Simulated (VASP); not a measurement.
**Co: single point with RPBE**

Crystal: Co.

```
CELL_PARAMETERS angstrom
3.83283 0.00000 0.00000
-1.91642 3.31933 0.00000
0.00000 0.00000 2.35047
ATOMIC_POSITIONS crystal
Co 0.00000 0.00000 0.00000
Co 0.33333 0.66667 0.50000
Co 0.66667 0.33333 0.50000
```

This cell differs from its parent crystal: volume scaled by 0.92.

```yaml
Program: VASP 6.6.1
Task: single point
Functional: RPBE
Potentials_or_basis: VASP PAW PBE potentials, release 64 (Co)
Cutoff: 520 eV
k_mesh: 12 × 12 × 17
Occupations: fermi-dirac, width 0.1 eV
Spin: no spin polarisation
Dipole_correction: no
Further_INCAR_settings: ALGO = Normal; EDIFF = 1e-06; NBANDS = 20
```

- Pressure: 21.3 GPa

Stress tensor (GPa, compression positive):
```
21.71  0.00  0.00
 0.00 21.71  0.00
 0.00  0.00 20.59
```

Levels at points of the mesh, in eV from the Fermi level:
```
           k point  band 11  band 12  band 13  band 14  band 15  band 16  band 17  band 18
(0.00, 0.00, 0.00)    -1.05    -1.05    -1.01    -1.01     0.48     0.48     7.34     7.34
(0.50, 0.00, 0.00)    -0.90    -0.18     0.06     0.08     0.11     0.23     0.29     0.50
```

It took 44 s on 1 thread of Intel(R) Xeon(R) 6975P-C (Granite Rapids), on a shared host, peak memory 0.2 GiB.

Caveat: the PAW data sets were made with another functional, which shifts forces and pressure a little; the run has no spin polarisation, though such a crystal can be magnetic. Spin polarisation is off, so any magnetic state and its effect on volume and gap are missing.
